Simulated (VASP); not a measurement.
# Pt (Pm-3n) in VASP: further runs, part 3 of 3

VASP 6.6.1. Earlier steps stand in the parts before.

## Step 4: Single point, PBEsol

Contents of INCAR:

```
PREC = Accurate
ENCUT = 520
EDIFF = 1E-6
ISMEAR = 0
SIGMA = 0.1
LREAL = F
LASPH = T
NELM = 80
ALGO = Fast
ISIF = 2
LWAVE = F
LCHARG = T
GGA = PS
LELF = T
LVHAR = T
NBANDS = 50
```

Contents of KPOINTS:

```
regular mesh
0
Gamma
  8 8 8
```

Contents of POSCAR:

```
Pt
1.0
    4.9948196260      0.0000000000      0.0000000000
    0.0000000000      4.9948196260      0.0000000000
    0.0000000000      0.0000000000      4.9948196260
Pt
8
Direct
    0.5000000000      0.5000000000      0.5000000000
    0.0000000000      0.0000000000      0.0000000000
    0.2500000000      0.0000000000      0.5000000000
    0.5000000000      0.2500000000      0.0000000000
    0.5000000000      0.7500000000      0.0000000000
    0.7500000000      0.0000000000      0.5000000000
    0.0000000000      0.5000000000      0.7500000000
    0.0000000000      0.5000000000      0.2500000000
```

Potentials or basis: VASP PAW PBE potentials, release 64 (Pt).

The run is started by

```
cat potpaw_PBE.64/Pt/POTCAR > POTCAR
mpirun -np 1 vasp_std > vasp.out
```

OUTCAR:

```text
PREC = Accurate
   ENCUT = 520
   EDIFF = 1E-6
   ISMEAR = 0
   LREAL = F
   LASPH = T
   NELM = 80
   ISIF = 2
   GGA = PS

 ion  position               nearest neighbor table
   1  0.500  0.500  0.500-   3 2.79   4 2.79   5 2.79   6 2.79   7 2.79   8 2.79   4 2.79   5 2.79
                             3 2.79   6 2.79   7 2.79   8 2.79
   2  0.000  0.000  0.000-   3 2.79   4 2.79   5 2.79   6 2.79   7 2.79   8 2.79   3 2.79   6 2.79
                             7 2.79   8 2.79   4 2.79   5 2.79
   3  0.250  0.000  0.500-   6 2.50   6 2.50   1 2.79   2 2.79   1 2.79   2 2.79   8 3.06   7 3.06
                             8 3.06   7 3.06   4 3.06   5 3.06   4 3.06   5 3.06
   4  0.500  0.250  0.000-   5 2.50   5 2.50   1 2.79   1 2.79   2 2.79   2 2.79   8 3.06   7 3.06
                             7 3.06   8 3.06   6 3.06   3 3.06   3 3.06   6 3.06
   5  0.500  0.750  0.000-   4 2.50   4 2.50   1 2.79   1 2.79   2 2.79   2 2.79   8 3.06   7 3.06
                             7 3.06   8 3.06   6 3.06   3 3.06   3 3.06   6 3.06
   6  0.750  0.000  0.500-   3 2.50   3 2.50   1 2.79   2 2.79   1 2.79   2 2.79   8 3.06   7 3.06
                             8 3.06   7 3.06   5 3.06   4 3.06   4 3.06   5 3.06
   7  0.000  0.500  0.750-   8 2.50   8 2.50   1 2.79   2 2.79   2 2.79   1 2.79   3 3.06   4 3.06
                             5 3.06   3 3.06   6 3.06   6 3.06   4 3.06   5 3.06
   8  0.000  0.500  0.250-   7 2.50   7 2.50   1 2.79   2 2.79   2 2.79   1 2.79   3 3.06   4 3.06
                             5 3.06   3 3.06   6 3.06   6 3.06   4 3.06   5 3.06

  LATTYP: Found a simple cubic cell.
 ALAT       =     4.9948196260

  Lattice vectors:

 A1 = (   4.9948196260,   0.0000000000,   0.0000000000)
 A2 = (   0.0000000000,   4.9948196260,   0.0000000000)
 A3 = (   0.0000000000,   0.0000000000,   4.9948196260)

Analysis of symmetry for initial positions (statically):
=====================================================================
 Subroutine PRICEL returns:
 Original cell was already a primitive cell.

 Routine SETGRP: Setting up the symmetry group for a
 simple cubic supercell.

 Subroutine GETGRP returns: Found 48 space group operations
 (whereof 24 operations were pure point group operations)
 out of a pool of 48 trial point group operations.

The static configuration has the point symmetry T_h .
[... 158 lines left out ...]
 non-spin polarized calculation
 RMM-DIIS sequential band-by-band and
 Gauss-broadening in eV      SIGMA  =   0.10
  energy-cutoff  :      520.00
  volume of cell :      124.61
 maximum number of plane-waves:      3407
 NGX is ok and might be reduce to    40
   NGX = 19   NGY = 19   NGZ = 19

 number of electron      80.0000030 magnetization

 Free energy of the ion-electron system (eV)
  ---------------------------------------------------
  ext. energy  EPLUGINS =         0.00000000
  ---------------------------------------------------
  free energy    TOTEN  =       -53.43253169 eV

  energy without entropy =      -53.36079869  energy(sigma->0) =      -53.39666519

 E-fermi :  10.4492     XC(G=0): -13.4136

 val. band max:       10.4424130944   @ k =   0.2500   0.2500   0.0000
 cond. band min:      10.4553114555   @ k =   0.2500   0.0000   0.0000
 fundamental gap:      0.0128983612
 Fermi energy:        10.4491795345

 k-point     1 :       0.0000    0.0000    0.0000
  band No.  band energies     occupation
      1       0.5280      2.00000
      2       3.1954      2.00000
      3       3.1954      2.00000
      4       4.3945      2.00000
      5       4.6049      2.00000
      6       4.7471      2.00000
[... 1261 lines left out ...]
     49      17.2843      0.00000
     50      17.3693      0.00000

 [... further k-points ...]

------------------------ aborting loop because EDIFF is reached ----------------------------------------

  FORCE on cell =-STRESS in cart. coord.  units (eV):
  Direction    XX          YY          ZZ          XY          YZ          ZX
  --------------------------------------------------------------------------------------
  -------------------------------------------------------------------------------------
  Total       -0.3194753     -0.3194753     -0.3194753     -0.0000000      0.0000000      0.0000000
  in kB       -4.1076030     -4.1076030     -4.1076030     -0.0000000      0.0000000      0.0000000
  external PRESSURE =      -4.1076030 kB  Pullay stress =       0.0000000 kB

 VOLUME and BASIS-vectors are now :
 -----------------------------------------------------------------------------
  energy-cutoff  :      520.00
  volume of cell :      124.61
      direct lattice vectors                 reciprocal lattice vectors
     4.994819626  0.000000000  0.000000000     0.200207430  0.000000000  0.000000000
     0.000000000  4.994819626  0.000000000     0.000000000  0.200207430  0.000000000
     0.000000000  0.000000000  4.994819626     0.000000000  0.000000000  0.200207430

 POSITION                                       TOTAL-FORCE (eV/Angst)
 -----------------------------------------------------------------------------------
      2.49741      2.49741      2.49741         0.000000     -0.000000      0.000000
      0.00000      0.00000      0.00000         0.000000     -0.000000      0.000000
      1.24870      0.00000      2.49741        -0.000000      0.000000     -0.000000
      2.49741      1.24870      0.00000         0.000000     -0.000000      0.000000
      2.49741      3.74611      0.00000        -0.000000     -0.000000     -0.000000
      3.74611      0.00000      2.49741         0.000000      0.000000      0.000000
      0.00000      2.49741      3.74611         0.000000     -0.000000      0.000000
      0.00000      2.49741      1.24870        -0.000000     -0.000000     -0.000000
 -----------------------------------------------------------------------------------
    total drift:                               -0.000000     -0.000000      0.000000

  FREE ENERGIE OF THE ION-ELECTRON SYSTEM (eV)
  ---------------------------------------------------
  free  energy   TOTEN  =       -53.4325316864 eV

  energy  without entropy=      -53.3607986883  energy(sigma->0) =      -53.39666519
```

OSZICAR:

```text
N       E                     dE             d eps       ncg     rms          rms(c)
DAV:   1     0.521166970048E+03    0.52117E+03   -0.40621E+04  3500   0.155E+03
DAV:   2    -0.357827632663E+02   -0.55695E+03   -0.52534E+03  3896   0.342E+02
DAV:   3    -0.562356961961E+02   -0.20453E+02   -0.19113E+02  3862   0.611E+01
DAV:   4    -0.565650813399E+02   -0.32939E+00   -0.32767E+00  3720   0.747E+00
DAV:   5    -0.565703564531E+02   -0.52751E-02   -0.52684E-02  3878   0.928E-01    0.365E+01
RMM:   6    -0.537970370023E+02    0.27733E+01   -0.61002E+00  3503   0.117E+01    0.194E+01
RMM:   7    -0.539237016241E+02   -0.12666E+00   -0.30311E+00  3545   0.716E+00    0.897E+00
RMM:   8    -0.534680516642E+02    0.45565E+00   -0.10352E+00  3518   0.419E+00    0.378E+00
RMM:   9    -0.534323818700E+02    0.35670E-01   -0.14776E-01  3631   0.181E+00    0.692E-01
RMM:  10    -0.534323640456E+02    0.17824E-04   -0.12052E-02  3821   0.389E-01    0.135E-01
RMM:  11    -0.534325582371E+02   -0.19419E-03   -0.20390E-03  3713   0.162E-01    0.100E-01
RMM:  12    -0.534325145348E+02    0.43702E-04   -0.83051E-04  3732   0.987E-02    0.457E-02
RMM:  13    -0.534325320311E+02   -0.17496E-04   -0.18042E-04  3905   0.395E-02    0.238E-02
RMM:  14    -0.534325312722E+02    0.75896E-06   -0.29374E-05  3734   0.174E-02    0.108E-02
RMM:  15    -0.534325316864E+02   -0.41422E-06   -0.60661E-06  2798   0.937E-03
   1 F= -.53432532E+02 E0= -.53396665E+02  d E =-.717330E-01
```

It took 1.7 min on 1 thread of Intel Xeon 6975P-C (Granite Rapids), shared host; peak memory 0.32 GiB.

Results:

```yaml
Free_energy: -53.4325 eV
Pressure: -0.4 GPa
Band_gap_on_the_k_mesh: zero (bands 40 and 41 overlap by 0.45 eV)
```

Levels at points of the mesh, in eV from the Fermi level:
| k point | band 36 | band 37 | band 38 | band 39 | band 40 | band 41 | band 42 | band 43 | band 44 | band 45 |
| --- | --- | --- | --- | --- | --- | --- | --- | --- | --- | --- |
| (0.00, 0.00, 0.00) | -0.18 | -0.18 | -0.18 | 0.22 | 0.22 | 0.22 | 2.38 | 2.38 | 2.38 | 3.31 |
| (0.50, 0.00, 0.00) | -0.65 | -0.60 | -0.60 | 0.19 | 0.19 | 0.66 | 0.66 | 2.57 | 2.57 | 2.78 |
| (0.50, 0.50, 0.00) | -0.56 | -0.55 | -0.43 | -0.21 | -0.21 | 0.15 | 0.18 | 0.18 | 0.86 | 2.20 |
| (0.50, 0.50, 0.50) | -0.71 | -0.41 | -0.41 | -0.41 | -0.41 | 0.53 | 0.53 | 0.53 | 0.53 | 0.53 |

Caveat: the PAW data sets were made with another functional, which shifts forces and pressure a little; spin-orbit coupling is left out, which moves the levels of the heavy elements.

## Step 5: Summary

```csv
cell,k mesh,further INCAR settings,gap on the mesh (eV),pressure (GPa)
"a = 4.996 Å, 8 atoms",4 × 4 × 4,ALGO = Fast; EDIFF = 1e-06; NBANDS = 50,none,-0.3
"a = 5.043 Å, 8 atoms",4 × 4 × 4,ALGO = Fast; EDIFF = 1e-07; NBANDS = 50,none,-7.2
"a = 4.995 Å, 8 atoms",8 × 8 × 8,ALGO = Fast; EDIFF = 1e-06; NBANDS = 50,none,-0.4
```

Alike in all rows: task single point; level PBEsol; potentials or basis VASP PAW PBE potentials, release 64 (Pt); no spin polarisation; cutoff (eV) 520; smearing gaussian 0.1 eV.

Caveats: the PAW data sets were made with another functional, which shifts forces and pressure a little; spin-orbit coupling is left out, which moves the levels of the heavy elements; the cell stands under tension (at least some runs).

Absolute energies hang on the potentials; compare differences alone.
